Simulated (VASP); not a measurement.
# LaRu3 (Fm-3m) in VASP: notebook, part 4 of 4

VASP 6.6.1. Earlier steps stand in the parts before.

**5. Single point, PBEsol (17.37 Å³/atom)**

This run uses another cell than the first one, of 17.37 Å³/atom.

INCAR reads:

```
SYSTEM = LaRu3
ALGO = Normal
EDIFF = 1E-6
ENCUT = 520
GGA = PS
ISIF = 2
ISMEAR = 0
LASPH = .True.
LCHARG = .True.
LELF = .True.
LREAL = .False.
LVHAR = .True.
LWAVE = .False.
NBANDS = 34
NELM = 80
PREC = Accurate
SIGMA = 0.05
```

KPOINTS reads:

```
k-points
0
Gamma
  8 8 8
  0 0 0
```

POSCAR reads:

```
LaRu3
1.0
    0.0000000000      3.2630800170      3.2630800170
    3.2630800170      0.0000000000      3.2630800170
    3.2630800170      3.2630800170      0.0000000000
La Ru
1 3
Direct
    0.0000000000      0.0000000000      0.0000000000
    0.5000000000      0.5000000000      0.5000000000
    0.2500000000      0.2500000000      0.2500000000
    0.7500000000      0.7500000000      0.7500000000
```

Potentials or basis: VASP PAW PBE potentials, release 64 (La, Ru_pv).

The run is started by

```
$ cat potpaw_PBE.64/La/POTCAR potpaw_PBE.64/Ru_pv/POTCAR > POTCAR
$ mpirun -np 1 vasp_std > vasp.out
```

OUTCAR:

```text
SYSTEM = LaRu3
   EDIFF = 1E-6
   ENCUT = 520
   GGA = PS
   ISIF = 2
   ISMEAR = 0
   LASPH = .True.
   LREAL = .False.
   NELM = 80
   PREC = Accurate

 ion  position               nearest neighbor table
   1  0.000  0.000  0.000-   4 2.83   4 2.83   4 2.83   3 2.83   4 2.83   3 2.83   3 2.83   3 2.83
                             2 3.26   2 3.26   2 3.26   2 3.26   2 3.26   2 3.26
   2  0.500  0.500  0.500-   3 2.83   3 2.83   3 2.83   3 2.83   4 2.83   4 2.83   4 2.83   4 2.83
                             1 3.26   1 3.26   1 3.26   1 3.26   1 3.26   1 3.26
   3  0.250  0.250  0.250-   1 2.83   1 2.83   1 2.83   1 2.83   2 2.83   2 2.83   2 2.83   2 2.83
                             4 3.26   4 3.26   4 3.26   4 3.26   4 3.26   4 3.26
   4  0.750  0.750  0.750-   2 2.83   2 2.83   2 2.83   1 2.83   2 2.83   1 2.83   1 2.83   1 2.83
                             3 3.26   3 3.26   3 3.26   3 3.26   3 3.26   3 3.26

  LATTYP: Found a face centered cubic cell.
 ALAT       =     6.5261600340

  Lattice vectors:

 A1 = (   0.0000000000,   3.2630800170,   3.2630800170)
 A2 = (   3.2630800170,   0.0000000000,   3.2630800170)
 A3 = (   3.2630800170,   3.2630800170,   0.0000000000)

Analysis of symmetry for initial positions (statically):
=====================================================================
 Subroutine PRICEL returns:
 Original cell was already a primitive cell.

 Routine SETGRP: Setting up the symmetry group for a
 face centered cubic supercell.

 Subroutine GETGRP returns: Found 48 space group operations
 (whereof 48 operations were pure point group operations)
 out of a pool of 48 trial point group operations.

The static configuration has the point symmetry O_h .

Analysis of symmetry for dynamics (positions and initial velocities):
=====================================================================
 Subroutine PRICEL returns:
 Original cell was already a primitive cell.

 Routine SETGRP: Setting up the symmetry group for a
 face centered cubic supercell.

 Subroutine GETGRP returns: Found 48 space group operations
 (whereof 48 operations were pure point group operations)
 out of a pool of 48 trial point group operations.

The dynamic configuration has the point symmetry O_h .

 Subroutine INISYM returns: Found 48 space group operations
 (whereof 48 operations are pure point group operations),
 and found     1 'primitive' translations

----------------------------------------------------------------------------------------

                                     Primitive cell

  volume of cell :      69.4885

  direct lattice vectors                    reciprocal lattice vectors
     0.000000000  3.263080017  3.263080017    -0.153229463  0.153229463  0.153229463
     3.263080017  0.000000000  3.263080017     0.153229463 -0.153229463  0.153229463
     3.263080017  3.263080017  0.000000000     0.153229463  0.153229463 -0.153229463

  length of vectors
     4.614692015  4.614692015  4.614692015     0.265401216  0.265401216  0.265401216

  position of ions in fractional coordinates (direct lattice)
     0.000000000  0.000000000  0.000000000
     0.500000000  0.500000000  0.500000000
     0.250000000  0.250000000  0.250000000
     0.750000000  0.750000000  0.750000000

  ion indices of the primitive-cell ions
   primitive index   ion index
                 1           1
                 2           2
                 3           3
                 4           4

[... 25 lines left out ...]

 Following reciprocal coordinates:
            Coordinates               Weight
  0.000000  0.000000  0.000000      1.000000
  0.125000  0.000000  0.000000      8.000000
  0.250000  0.000000  0.000000      8.000000
  0.375000  0.000000  0.000000      8.000000
  0.500000  0.000000  0.000000      4.000000
  0.125000  0.125000  0.000000      6.000000
[... 16 lines left out ...]
  0.500000  0.250000  0.125000     48.000000
 -0.375000  0.250000  0.125000     24.000000
 [... further k-points ...]
   k-points           NKPTS =     29   k-points in BZ     NKDIM =     29   number of bands    NBANDS=     34
   number of dos      NEDOS =    301   number of ions     NIONS =      4
   total plane-waves  NPLWV =  46656
   dimension x,y,z NGX =    36 NGY =   36 NGZ =   36
   dimension x,y,z NGXF=    72 NGYF=   72 NGZF=   72
   ions per type =               1   3
   NGX,Y,Z   is equivalent  to a cutoff of  12.97, 12.97, 12.97 a.u.
   NGXF,Y,Z  is equivalent  to a cutoff of  25.94, 25.94, 25.94 a.u.
 SYSTEM =  LaRu3
   PREC   = accura    normal or accurate (medium, high low for compatibility)
   ISTART =      0    job   : 0-new  1-cont  2-samecut
   ICHARG =      2    charge: 1-file 2-atom 10-const
   ISPIN  =      1    spin polarized calculation?
   LNONCOLLINEAR =      F non collinear calculations
   LSORBIT =      F    spin-orbit coupling
   LASPH  =      T    aspherical Exc in radial PAW
   ENCUT  =  520.0 eV  38.22 Ry    6.18 a.u.   8.58  8.58  8.58*2*pi/ulx,y,z
   NELM   =     80;   NELMIN=  2; NELMDL= -5     # of ELM steps
   EDIFF  = 0.1E-05   stopping-criterion for ELM
   LREAL  =      F    real-space projection
   EDIFFG = 0.1E-04   stopping-criterion for IOM
   NSW    =      0    number of steps for IOM
   IBRION =     -1    ionic relax: 0-MD 1-quasi-New 2-CG
   NFREE  =      0    steps in history (QN), initial steepest desc. (CG)
   ISIF   =      2    stress and relaxation
   ISYM   =      2    0-nonsym 1-usesym 2-fastsym
   POTIM  = 0.5000    time-step for ionic-motion
   TEBEG  =    0.0;   TEEND  =   0.0 temperature during run
   PSTRESS=    0.0 pullay stress
   NELECT =      53.0000    total number of electrons
   NUPDOWN=      -1.0000    fix difference up-down
   EMIN   =  10.00;   EMAX   =-10.00  energy-range for DOS
   EFERMI =   0.00;   METHOD = LEGACY
   ISMEAR =     0;   SIGMA  =   0.05  broadening in eV -4-tet -1-fermi 0-gaus
   EFERMI_NEDOS =   21; number of points for ismear=-14 and -15
   IALGO  =     38    algorithm
   IMIX   =      4    mixing-type and parameters
     AMIX     =   0.40;   BMIX     =  1.00
     AMIX_MAG =   1.60;   BMIX_MAG =  1.00
  volume/ion in A,a.u.               =      17.37       117.23
  Fermi-wavevector in a.u.,A,eV,Ry     =   1.495762  2.826580 30.440355  2.237303
  Thomas-Fermi vector in A             =   2.607865
   LORBIT       =      0    0 simple, 1 ext, 2 COOP (PROOUT), +10 PAW based schemes
   GGA     = PS    functional components
   LHFCALC =     F    Hartree Fock is set to
   AEXX    =    0.0000 exact exchange contribution
   IVDW    =     0    specifies the selected vdW correction
   LEPSILON=     F    determine dielectric tensor
   LRPA    =     F    only Hartree local field effects (RPA)
 non-spin polarized calculation
 Gauss-broadening in eV      SIGMA  =   0.05
  energy-cutoff  :      520.00
  volume of cell :       69.49
 maximum number of plane-waves:      1895
 NGX is ok and might be reduce to    36
   NGX = 17   NGY = 17   NGZ = 17

 number of electron      53.0000011 magnetization

 Free energy of the ion-electron system (eV)
  ---------------------------------------------------
  ext. energy  EPLUGINS =         0.00000000
  ---------------------------------------------------
  free energy    TOTEN  =       -33.62938936 eV

  energy without entropy =      -33.61433134  energy(sigma->0) =      -33.62186035

 E-fermi :  11.2249     XC(G=0): -12.8879

 val. band max:       11.2220417033   @ k =   0.3750   0.1250   0.0000
 cond. band min:      11.2265451878   @ k =   0.5000   0.3750   0.0000
 fundamental gap:      0.0045034845
 Fermi energy:        11.2248732526

 k-point     1 :       0.0000    0.0000    0.0000
  band No.  band energies     occupation
      1     -31.2950      2.00000
      2     -31.2950      2.00000
      3     -31.2950      2.00000
      4     -31.1146      2.00000
      5     -31.1146      2.00000
      6     -31.1146      2.00000
[... 877 lines left out ...]
     33      14.8469      0.00000
     34      15.0068      0.00000

 [... further k-points ...]
[... 5 lines left out ...]
  --------------------------------------------------------------------------------------
  -------------------------------------------------------------------------------------
  Total       -2.6929427     -2.6929427     -2.6929427     -0.0000000     -0.0000000      0.0000000
  in kB      -62.0904094    -62.0904094    -62.0904094     -0.0000000     -0.0000000      0.0000000
  external PRESSURE =     -62.0904094 kB  Pullay stress =       0.0000000 kB

 VOLUME and BASIS-vectors are now :
 -----------------------------------------------------------------------------
  energy-cutoff  :      520.00
  volume of cell :       69.49
      direct lattice vectors                 reciprocal lattice vectors
     0.000000000  3.263080017  3.263080017    -0.153229463  0.153229463  0.153229463
     3.263080017  0.000000000  3.263080017     0.153229463 -0.153229463  0.153229463
     3.263080017  3.263080017  0.000000000     0.153229463  0.153229463 -0.153229463

 POSITION                                       TOTAL-FORCE (eV/Angst)
 -----------------------------------------------------------------------------------
      0.00000      0.00000      0.00000        -0.000000      0.000000      0.000000
      3.26308      3.26308      3.26308        -0.000000      0.000000      0.000000
      1.63154      1.63154      1.63154        -0.000000     -0.000000     -0.000000
      4.89462      4.89462      4.89462         0.000000      0.000000      0.000000
 -----------------------------------------------------------------------------------
    total drift:                                0.000000      0.000000      0.000000

  FREE ENERGIE OF THE ION-ELECTRON SYSTEM (eV)
  ---------------------------------------------------
  free  energy   TOTEN  =       -33.6293893631 eV

  energy  without entropy=      -33.6143313445  energy(sigma->0) =      -33.62186035
```

It took 1.8 min on 1 thread of AMD EPYC 7R43 (Zen 3), shared host; peak memory 0.2 GiB.

Results:

| Quantity | Value |
| --- | --- |
| Free energy | -33.6294 eV |
| Pressure | -6.2 GPa |
| Band gap on the k mesh | zero (an odd number of electrons rules out a gap without spin polarisation) |

Levels at points of the mesh, in eV from the Fermi level:
```
           k point  band 25  band 26  band 27  band 28  band 29  band 30
(0.00, 0.00, 0.00)    -1.30    -0.01    -0.01     0.29     0.29     3.02
(0.50, 0.00, 0.00)    -1.88    -0.18    -0.18     0.54     0.54     1.57
(0.50, 0.50, 0.00)    -0.32    -0.32    -0.27     0.22     0.99     1.64
```

Caveat: the cell stands under tension; the PAW data sets were made with another functional, which shifts forces and pressure a little; spin-orbit coupling is left out, which moves the levels of the heavy elements.

**6. Summary**

| cell | gap on the mesh (eV) | pressure (GPa) |
| --- | --- | --- |
| a = 4.493 Å, angles 60.0°, 4 atoms | none | 7.9 |
| a = 4.524 Å, angles 60.0°, 4 atoms | none | 3.7 |
| a = 4.585 Å, angles 60.0°, 4 atoms | none | -3.2 |
| a = 4.615 Å, angles 60.0°, 4 atoms | none | -6.2 |

Alike in all rows: task single point; level PBEsol; potentials or basis VASP PAW PBE potentials, release 64 (La, Ru_pv); no spin polarisation; k mesh 8 × 8 × 8; cutoff (eV) 520; smearing gaussian 0.05 eV.

Caveats: the PAW data sets were made with another functional, which shifts forces and pressure a little; spin-orbit coupling is left out, which moves the levels of the heavy elements; the cell stands under pressure (at least some runs); the cell stands under tension (at least some runs).

Total energies depend on the potentials used, so only differences within one code and one set of settings carry meaning.
